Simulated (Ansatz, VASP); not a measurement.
**Two plane-wave programs on Cu**

```
Cu
1.0
     2.51285    0.00000    0.00000
    -1.25642    2.17619    0.00000
     0.00000    0.00000    8.25835
Cu
4
Direct
  0.00000 0.00000 0.00000
  0.33333 0.66667 0.25000
  0.00000 0.00000 0.50000
  0.66667 0.33333 0.75000
```

Alike in both runs: functional PBEsol; k mesh 11 × 11 × 3; no spin polarisation.

Ansatz relaxed the structure, and its values are those at the end. VASP's run is a single point on that final structure, the one shown.

|  | VASP | Ansatz |
| --- | --- | --- |
| version | VASP 6.6.1 | Ansatz 0.2.0 |
| potentials or method | VASP PAW PBE potentials, release 64 (Cu_sv_GW), cutoff 820 eV | plane waves, PAW |
| occupations | methfessel-paxton of order 1, width 0.1 eV | methfessel-paxton of order 1 |
| valence electrons in the cell | 76 | 76 |

|  | VASP | Ansatz | Ansatz less VASP |
| --- | --- | --- | --- |
| pressure (GPa) | -1.4 | 0.0 | +1.43 |

VASP's potentials were made for PBE, not for PBEsol.
